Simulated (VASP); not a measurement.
Set up this calculation in VASP 6.6.1, as the native input.

* Task: single point
* Functional: PBE
* Potentials or basis: VASP PAW PBE potentials, release 64 (Ba_sv, W_sv)
* Cutoff: 520 eV
* k mesh: 12 × 12 × 12
* Occupations: gaussian, width 0.1 eV
* Spin: no spin polarisation
* Dipole correction: no
* Further INCAR settings: ALGO = Fast; EDIFF = 1e-06; NBANDS = 34

The structure of BaW3 lies in POSCAR:

```
BaW3
1.0
    4.3037332709      0.0000000000      0.0000000000
    0.0000000000      4.3037332709      0.0000000000
    0.0000000000      0.0000000000      4.3037332709
Ba W
1 3
Direct
    0.0000000000      0.0000000000      0.0000000000
    0.0000000000      0.5000000000      0.5000000000
    0.5000000000      0.0000000000      0.5000000000
    0.5000000000      0.5000000000      0.0000000000
```

One way to write it, as run:

INCAR

```
ALGO = Fast
EDIFF = 1E-6
ENCUT = 520
GGA = PE
ISIF = 2
ISMEAR = 0
LASPH = True
LCHARG = False
LREAL = False
LWAVE = False
NBANDS = 34
NELM = 100
PREC = Accurate
SIGMA = 0.1
```

KPOINTS

```
k-points
0
Gamma
  12 12 12
```

Potentials or basis: VASP PAW PBE potentials, release 64 (Ba_sv, W_sv).

Launch:

```bash
$ cat potpaw_PBE.64/Ba_sv/POTCAR potpaw_PBE.64/W_sv/POTCAR > POTCAR
$ mpirun -np 1 vasp_std > vasp.out
```

It gave:

The pressure is 2.6 GPa and the band gap on the k mesh is zero (bands 26 and 27 overlap by 0.78 eV).

Caveat: spin-orbit coupling is left out, which moves the levels of the heavy elements.

Run time: 2.3 min on 1 thread of Intel(R) Xeon(R) Platinum 8488C (Sapphire Rapids), with other jobs on the host, peak memory 0.32 GiB.
